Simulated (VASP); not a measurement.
A run of VASP 6.6.1:

Contents of INCAR:

```
PREC = Accurate ; ENCUT = 520
EDIFF = 1E-7 ; ISMEAR = -1
SIGMA = 0.05 ; LREAL = False
LASPH = True ; NELM = 60
ALGO = Normal ; ISIF = 2
LWAVE = False ; LCHARG = False
GGA = PS ; NBANDS = 31
```

Contents of KPOINTS:

```
Automatic mesh
0
Gamma
  7 7 7
```

The input POSCAR:

```
La3In
1.0
    5.1190791272      0.0000000000      0.0000000000
    0.0000000000      5.1190791272      0.0000000000
    0.0000000000      0.0000000000      5.1190791272
La In
3 1
Direct
    0.0000000000      0.5000000000      0.5000000000
    0.5000000000      0.0000000000      0.5000000000
    0.5000000000      0.5000000000      0.0000000000
    0.0000000000      0.0000000000      0.0000000000
```

Potentials or basis: VASP PAW PBE potentials, release 64 (La, In_d).

Command:

```bash
$ cat potpaw_PBE.64/La/POTCAR potpaw_PBE.64/In_d/POTCAR > POTCAR
$ mpirun -np 1 vasp_std > vasp.out
```

Hardware: 1 thread of Intel(R) Xeon(R) Platinum 8488C (Sapphire Rapids) (shared host).

Problem. How long does it take, and how much memory?

Solution. Run time: 2.1 min on 1 thread of Intel(R) Xeon(R) Platinum 8488C (Sapphire Rapids), on a shared host, peak memory 0.29 GiB. Counts: scf iterations 19, k points 20.
